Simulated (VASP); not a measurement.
A run of VASP 6.6.1 is set up as follows.

The input INCAR:

```
SYSTEM = Zn
PREC = Accurate ; ENCUT = 520
EDIFF = 1E-8 ; ISMEAR = -1
SIGMA = 0.15 ; LREAL = .False.
LASPH = .True. ; NELM = 100
ALGO = Normal ; ISIF = 2
LWAVE = .False. ; LCHARG = .False.
GGA = PE ; NBANDS = 19
IBRION = 8 ; NSW = 1
```

Contents of KPOINTS:

```
regular mesh
0
Gamma
  18 18 8
  0 0 0
```

File POSCAR:

```
Zn
1.0
    2.6407261719      0.0000000000      0.0000000000
   -1.3203630859      2.2869359494      0.0000000000
    0.0000000000      0.0000000000      5.0672723519
Zn
2
Direct
    0.3333333333      0.6666666667      0.2500000000
    0.6666666667      0.3333333333      0.7500000000
```

Potentials or basis: VASP PAW PBE potentials, release 64 (Zn).

Run with:

```sh
$ cat potpaw_PBE.64/Zn/POTCAR > POTCAR
$ mpirun -np 1 vasp_std > vasp.out
```

(1) Estimate the highest phonon frequency at Γ.

## Answers

(1) 126 cm⁻¹.
